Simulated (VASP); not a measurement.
A run of VASP 6.6.1 is set up as follows.

Contents of INCAR:

```
SYSTEM = TiGe
ALGO = Normal
EDIFF = 1E-6
EDIFFG = -0.04
ENCUT = 600
GGA = PE
IBRION = 2
ISIF = 3
ISMEAR = 0
LASPH = .TRUE.
LCHARG = .FALSE.
LREAL = .FALSE.
LWAVE = .FALSE.
NELM = 100
NSW = 90
PREC = Accurate
SIGMA = 0.1
```

KPOINTS

```
k-points
0
G
  4 4 4
  0 0 0
```

The input POSCAR:

```
TiGe
1.0
    0.0000000000      3.2778794500      3.2778794500
    3.2778794500      0.0000000000      3.2778794500
    3.2778794500      3.2778794500      0.0000000000
Ti Ge
2 2
Direct
    0.7500000000      0.7500000000      0.7500000000
    0.5000000000      0.5000000000      0.5000000000
    0.2500000000      0.2500000000      0.2500000000
    0.0000000000      0.0000000000      0.0000000000
```

Potentials or basis: VASP PAW PBE potentials, release 64 (Ti_sv, Ge_d).

The run is started by

```bash
$ cat potpaw_PBE.64/Ti_sv/POTCAR potpaw_PBE.64/Ge_d/POTCAR > POTCAR
$ mpirun -np 1 vasp_std > vasp.out
```

(1) Estimate the relaxed volume.

(2) Estimate the band gap on the k mesh.

Results:

(1) 16.72 Å³/atom.

(2) zero (bands 26 and 27 overlap by 0.95 eV).

Caveat: the k points lie up to 0.42 Å⁻¹ apart in the final cell, too coarse for converged energies and pressures of a metal.
